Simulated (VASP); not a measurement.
# In5Sb2As3 (Pm) in VASP: a series of runs

In5Sb2As3 is run at these levels: PBE; tasks: single point.

All numbers are computed with VASP 6.6.1; they aren't measurements. Logs are shortened: lines on timing, memory, paths and dates and some standing lists are left out, and cuts for length are marked.

## 1. The cell of the first run

It takes space group Pm (No. 6, monoclinic). The conventional cell has a = 6.663 Å, b = 5.677 Å, c = 6.862 Å, α = 90.00°, β = 92.25°, γ = 90.00°. Within 3.9 Å of In (site symmetry m) lie 2 Sb at 2.94 Å and 4 In at 2.95 to 3.10 Å and 2 As at 3.67 Å. Within 3.9 Å of In (site symmetry m) lie 2 As at 2.94 Å and 4 In at 2.95 to 3.10 Å and 2 Sb at 3.67 Å. Within 3.9 Å of In (site symmetry m) lie 4 As at 2.94 to 3.67 Å and 4 In at 2.95 to 3.10 Å. Within 3.9 Å of In (site symmetry m) lie 4 Sb at 2.94 to 3.67 Å and 4 In at 2.95 to 3.10 Å. In (site symmetry m) has 4 As at 2.94 to 3.67 Å and 4 In at 2.95 to 3.10 Å within 3.9 Å. Within 3.9 Å of Sb (site symmetry m) lie 4 In at 2.94 to 3.67 Å and 3 As at 2.95 to 3.10 Å and 1 Sb at 3.10 Å. Sb (site symmetry m) has 4 In at 2.94 to 3.67 Å and 3 As at 2.95 to 3.10 Å and 1 Sb at 3.10 Å within 3.9 Å. As (site symmetry m) has 4 In at 2.94 to 3.67 Å and 2 Sb at 2.95 to 3.10 Å and 2 As at 2.95 to 3.10 Å within 3.9 Å.

## 2. Single point, PBE

Contents of INCAR:

```
SYSTEM = In5Sb2As3
  PREC = Accurate
  ENCUT = 520
  EDIFF = 1E-6
  ISMEAR = 0
  SIGMA = 0.1
  LREAL = .False.
  LASPH = .True.
  NELM = 80
  ALGO = Fast
  ISIF = 2
  LWAVE = .False.
  LCHARG = .False.
  GGA = PE
  NBANDS = 56
```

Contents of KPOINTS:

```
regular mesh
0
Gamma
  4 4 4
  0 0 0
```

Contents of POSCAR:

```
In5Sb2As3
1.0
    6.6628750000      0.0000000000      0.0000000000
    0.0000000000      5.6765656000      0.0000000000
   -0.2696235900      0.0000000000      6.8568147600
In Sb As
5 2 3
Direct
    0.0000000000      0.0000000000      0.0000000000
    0.4000000000      0.0000000000      0.2000000000
    0.8000000000      0.0000000000      0.4000000000
    0.2000000000      0.0000000000      0.6000000000
    0.6000000000      0.0000000000      0.8000000000
    0.2500000000      0.5000000000      0.5000000000
    0.0500000000      0.5000000000      0.9000000000
    0.8500000000      0.5000000000      0.3000000000
    0.6500000000      0.5000000000      0.7000000000
    0.4500000000      0.5000000000      0.1000000000
```

Potentials or basis: VASP PAW PBE potentials, release 64 (In_d, Sb, As).

Run with:

```bash
cat potpaw_PBE.64/In_d/POTCAR potpaw_PBE.64/Sb/POTCAR potpaw_PBE.64/As/POTCAR > POTCAR
mpirun -np 1 vasp_std > vasp.out
```

OUTCAR:

```text
SYSTEM = In5Sb2As3
   PREC = Accurate
   ENCUT = 520
   EDIFF = 1E-6
   ISMEAR = 0
   LREAL = .False.
   LASPH = .True.
   NELM = 80
   ISIF = 2
   GGA = PE

 ion  position               nearest neighbor table
   1  0.000  0.000  0.000-   7 2.94   7 2.94   2 2.95   5 2.95   4 3.10   3 3.10
   2  0.400  0.000  0.200-  10 2.94  10 2.94   3 2.95   1 2.95   4 3.10   5 3.10   6 3.67   6 3.67

   3  0.800  0.000  0.400-   8 2.94   8 2.94   2 2.95   4 2.95   5 3.10   1 3.10
   4  0.200  0.000  0.600-   6 2.94   6 2.94   5 2.95   3 2.95   2 3.10   1 3.10   7 3.67   7 3.67

   5  0.600  0.000  0.800-   9 2.94   9 2.94   4 2.95   1 2.95   3 3.10   2 3.10
   6  0.250  0.500  0.500-   4 2.94   4 2.94   9 2.95   8 2.95  10 3.10   7 3.10   2 3.67   2 3.67

   7  0.050  0.500  0.900-   1 2.94   1 2.94   9 2.95  10 2.95   8 3.10   6 3.10   4 3.67   4 3.67

   8  0.850  0.500  0.300-   3 2.94   3 2.94   6 2.95   7 3.10
   9  0.650  0.500  0.700-   5 2.94   5 2.94   7 2.95   6 2.95
  10  0.450  0.500  0.100-   2 2.94   2 2.94   7 2.95   6 3.10

  LATTYP: Found a simple monoclinic cell.
 ALAT       =     6.6628750000
 B/A-ratio  =     0.8519693976
 C/A-ratio  =     1.0299028243
 COS(beta)  =    -0.0392916233

  Lattice vectors:

 A1 = (   6.6628750000,   0.0000000000,   0.0000000000)
 A2 = (   0.0000000000,   5.6765656000,   0.0000000000)
 A3 = (  -0.2696235900,   0.0000000000,   6.8568147600)

Analysis of symmetry for initial positions (statically):
=====================================================================
 Subroutine PRICEL returns:
 Original cell was already a primitive cell.

 Routine SETGRP: Setting up the symmetry group for a
 simple monoclinic supercell.

 Subroutine GETGRP returns: Found  2 space group operations
 (whereof  2 operations were pure point group operations)
 out of a pool of  4 trial point group operations.

The static configuration has the point symmetry C_1h.

Analysis of symmetry for dynamics (positions and initial velocities):
=====================================================================
 Subroutine PRICEL returns:
 Original cell was already a primitive cell.

 Routine SETGRP: Setting up the symmetry group for a
 simple monoclinic supercell.

 Subroutine GETGRP returns: Found  2 space group operations
 (whereof  2 operations were pure point group operations)
 out of a pool of  4 trial point group operations.

The dynamic configuration has the point symmetry C_1h.

 Subroutine INISYM returns: Found  2 space group operations
 (whereof  2 operations are pure point group operations),
 and found     1 'primitive' translations

----------------------------------------------------------------------------------------

                                     Primitive cell

  volume of cell :     259.3401

  direct lattice vectors                    reciprocal lattice vectors
     6.662875000  0.000000000  0.000000000     0.150085361  0.000000000  0.005901655
     0.000000000  5.676565600  0.000000000     0.000000000  0.176162855  0.000000000
    -0.269623590  0.000000000  6.856814760     0.000000000  0.000000000  0.145840311

  length of vectors
     6.662875000  5.676565600  6.862113780     0.150201349  0.176162855  0.145840311

  position of ions in fractional coordinates (direct lattice)
     0.000000000  0.000000000  0.000000000
     0.400000000  0.000000000  0.200000000
     0.800000000  0.000000000  0.400000000
     0.200000000  0.000000000  0.600000000
     0.600000000  0.000000000  0.800000000
     0.250000000  0.500000000  0.500000000
     0.050000000  0.500000000  0.900000000
     0.850000000  0.500000000  0.300000000
     0.650000000  0.500000000  0.700000000
     0.450000000  0.500000000  0.100000000

  ion indices of the primitive-cell ions
   primitive index   ion index
                 1           1
                 2           2
                 3           3
                 4           4
                 5           5
                 6           6
                 7           7
                 8           8
                 9           9
                10          10

----------------------------------------------------------------------------------------

 KPOINTS: regular mesh

Automatic generation of k-mesh.
 Grid dimensions read from file:
 generate k-points for:    4    4    4

 Generating k-lattice:

  Cartesian coordinates                     Fractional coordinates (reciprocal lattice)
     0.037521340  0.000000000  0.001475414     0.250000000  0.000000000  0.000000000
     0.000000000  0.044040714  0.000000000     0.000000000  0.250000000  0.000000000
     0.000000000  0.000000000  0.036460078     0.000000000  0.000000000  0.250000000

  Length of vectors
     0.037550337  0.044040714  0.036460078

  Shift w.r.t. Gamma in fractional coordinates (k-lattice)
     0.000000000  0.000000000  0.000000000

 Subroutine IBZKPT returns following result:
 ===========================================

 Found     30 irreducible k-points:

 Following reciprocal coordinates:
            Coordinates               Weight
  0.000000  0.000000  0.000000      1.000000
  0.250000  0.000000  0.000000      2.000000
  0.500000  0.000000  0.000000      1.000000
  0.000000  0.250000  0.000000      2.000000
  0.250000  0.250000  0.000000      4.000000
  0.500000  0.250000  0.000000      2.000000
[... 16 lines left out ...]
  0.250000  0.000000  0.500000      2.000000
  0.500000  0.000000  0.500000      1.000000
 [... further k-points ...]
   k-points           NKPTS =     30   k-points in BZ     NKDIM =     30   number of bands    NBANDS=     56
   number of dos      NEDOS =    301   number of ions     NIONS =     10
   total plane-waves  NPLWV = 113400
   dimension x,y,z NGX =    50 NGY =   42 NGZ =   54
   dimension x,y,z NGXF=   100 NGYF=   84 NGZF=  108
   ions per type =               5   2   3
   NGX,Y,Z   is equivalent  to a cutoff of  12.48, 12.30, 13.08 a.u.
   NGXF,Y,Z  is equivalent  to a cutoff of  24.95, 24.60, 26.16 a.u.
 SYSTEM =  In5Sb2As3
   PREC   = accura    normal or accurate (medium, high low for compatibility)
   ISTART =      0    job   : 0-new  1-cont  2-samecut
   ICHARG =      2    charge: 1-file 2-atom 10-const
   ISPIN  =      1    spin polarized calculation?
   LNONCOLLINEAR =      F non collinear calculations
   LSORBIT =      F    spin-orbit coupling
   LASPH  =      T    aspherical Exc in radial PAW
   ENCUT  =  520.0 eV  38.22 Ry    6.18 a.u.  12.39 10.55 12.76*2*pi/ulx,y,z
   NELM   =     80;   NELMIN=  2; NELMDL= -5     # of ELM steps
   EDIFF  = 0.1E-05   stopping-criterion for ELM
   LREAL  =      F    real-space projection
   EDIFFG = 0.1E-04   stopping-criterion for IOM
   NSW    =      0    number of steps for IOM
   IBRION =     -1    ionic relax: 0-MD 1-quasi-New 2-CG
   NFREE  =      0    steps in history (QN), initial steepest desc. (CG)
   ISIF   =      2    stress and relaxation
   ISYM   =      2    0-nonsym 1-usesym 2-fastsym
   POTIM  = 0.5000    time-step for ionic-motion
   TEBEG  =    0.0;   TEEND  =   0.0 temperature during run
   PSTRESS=    0.0 pullay stress
   NELECT =      90.0000    total number of electrons
   NUPDOWN=      -1.0000    fix difference up-down
   EMIN   =  10.00;   EMAX   =-10.00  energy-range for DOS
   EFERMI =   0.00;   METHOD = LEGACY
   ISMEAR =     0;   SIGMA  =   0.10  broadening in eV -4-tet -1-fermi 0-gaus
   EFERMI_NEDOS =   21; number of points for ismear=-14 and -15
   IALGO  =     68    algorithm
   IMIX   =      4    mixing-type and parameters
     AMIX     =   0.40;   BMIX     =  1.00
     AMIX_MAG =   1.60;   BMIX_MAG =  1.00
  volume/ion in A,a.u.               =      25.93       175.01
  Fermi-wavevector in a.u.,A,eV,Ry     =   1.150445  2.174025 18.007624  1.323523
  Thomas-Fermi vector in A             =   2.287109
   LORBIT       =      0    0 simple, 1 ext, 2 COOP (PROOUT), +10 PAW based schemes
   GGA     = PE    functional components
   LHFCALC =     F    Hartree Fock is set to
   AEXX    =    0.0000 exact exchange contribution
   IVDW    =     0    specifies the selected vdW correction
   LEPSILON=     F    determine dielectric tensor
   LRPA    =     F    only Hartree local field effects (RPA)
 non-spin polarized calculation
 RMM-DIIS sequential band-by-band and
 Gauss-broadening in eV      SIGMA  =   0.10
  energy-cutoff  :      520.00
  volume of cell :      259.34
 maximum number of plane-waves:      7009
 NGX is ok and might be reduce to    50
   NGX = 25   NGY = 21   NGZ = 25

 number of electron      90.0000006 magnetization

 Free energy of the ion-electron system (eV)
  ---------------------------------------------------
  ext. energy  EPLUGINS =         0.00000000
  ---------------------------------------------------
  free energy    TOTEN  =       -33.70591951 eV

  energy without entropy =      -33.67486427  energy(sigma->0) =      -33.69039189

 E-fermi :   6.4665     XC(G=0):  -9.9609

 val. band max:        6.4614892660   @ k =   0.0000   0.5000   0.2500
 cond. band min:       6.5042350982   @ k =   0.2500   0.5000   0.5000
 fundamental gap:      0.0427458322
 Fermi energy:         6.4665373351

 k-point     1 :       0.0000    0.0000    0.0000
  band No.  band energies     occupation
      1      -8.6247      2.00000
      2      -8.3848      2.00000
      3      -8.2855      2.00000
      4      -8.2322      2.00000
      5      -8.2203      2.00000
      6      -8.2123      2.00000
[... 48 lines left out ...]
     55      10.0063      0.00000
     56      11.0093      0.00000

 k-point     2 :       0.2500    0.0000    0.0000
  band No.  band energies     occupation
      1      -8.5612      2.00000
      2      -8.4244      2.00000
      3      -8.3652      2.00000
      4      -8.2703      2.00000
      5      -8.2518      2.00000
      6      -8.2405      2.00000
[... 48 lines left out ...]
     55      10.8203      0.00000
     56      10.8739      0.00000
[... 1237 lines left out ...]
     55      10.6650      0.00000
     56      11.1489      0.00000

 k-point    24 :       0.5000    0.0000    0.5000
  band No.  band energies     occupation
      1      -8.4608      2.00000
      2      -8.4433      2.00000
      3      -8.3820      2.00000
      4      -8.3707      2.00000
      5      -8.3082      2.00000
      6      -8.2161      2.00000
[... 48 lines left out ...]
     55      10.1015      0.00000
     56      10.2183      0.00000

 [... further k-points ...]

------------------------ aborting loop because EDIFF is reached ----------------------------------------

  FORCE on cell =-STRESS in cart. coord.  units (eV):
  Direction    XX          YY          ZZ          XY          YZ          ZX
  --------------------------------------------------------------------------------------
  -------------------------------------------------------------------------------------
  Total       -0.3106714      1.0789159      1.2999293      0.0000000      0.0000000     -0.1784099
  in kB       -1.9192966      6.6654340      8.0308327      0.0000000      0.0000000     -1.1021984
  external PRESSURE =       4.2589900 kB  Pullay stress =       0.0000000 kB

 VOLUME and BASIS-vectors are now :
 -----------------------------------------------------------------------------
  energy-cutoff  :      520.00
  volume of cell :      259.34
      direct lattice vectors                 reciprocal lattice vectors
     6.662875000  0.000000000  0.000000000     0.150085361  0.000000000  0.005901655
     0.000000000  5.676565600  0.000000000     0.000000000  0.176162855  0.000000000
    -0.269623590  0.000000000  6.856814760     0.000000000  0.000000000  0.145840311

 POSITION                                       TOTAL-FORCE (eV/Angst)
 -----------------------------------------------------------------------------------
      0.00000      0.00000      0.00000        -0.146440      0.000000      0.181796
      2.61123      0.00000      1.37136         0.089121      0.000000     -0.034181
      5.22245      0.00000      2.74273        -0.046787      0.000000     -0.041838
      1.17080      0.00000      4.11409        -0.062244      0.000000      0.135809
      3.78203      0.00000      5.48545         0.034745      0.000000      0.015554
      1.53091      2.83828      3.42841         0.186626      0.000000     -0.530342
      0.09048      2.83828      6.17113        -0.042599      0.000000      0.206407
      5.58256      2.83828      2.05704        -0.297409      0.000000      0.081136
      4.14213      2.83828      4.79977         0.002965      0.000000      0.029012
      2.97133      2.83828      0.68568         0.282024      0.000000     -0.043353
 -----------------------------------------------------------------------------------
    total drift:                               -0.000832      0.000000      0.001693

  FREE ENERGIE OF THE ION-ELECTRON SYSTEM (eV)
  ---------------------------------------------------
  free  energy   TOTEN  =       -33.7059195066 eV

  energy  without entropy=      -33.6748642672  energy(sigma->0) =      -33.69039189
```

It took 8.9 min on 1 thread of Oxide Virtual Turin-like, shared host; peak memory 0.52 GiB.

What came out:

- Free energy: -33.7059 eV
- Pressure: 0.4 GPa
- Largest force: 0.562 eV/Å
- Band gap on the k mesh: zero (bands 45 and 46 overlap by 1.57 eV)

Forces on the atoms (eV/Å):
```
In  -0.146  0.000  0.182
In   0.089  0.000 -0.034
In  -0.047  0.000 -0.042
In  -0.062  0.000  0.136
In   0.035  0.000  0.016
Sb   0.187  0.000 -0.530
Sb  -0.043  0.000  0.206
As  -0.297  0.000  0.081
As   0.003  0.000  0.029
As   0.282  0.000 -0.043
```

Stress tensor (GPa, compression positive):
```
-0.19  0.00 -0.11
 0.00  0.67  0.00
-0.11  0.00  0.80
```

Caveat: spin-orbit coupling is left out, which moves the levels of the heavy elements.

(Part 1 of 2 ends here.)

The gap in the log of VASP goes by the Fermi energy; the results here count the filled bands.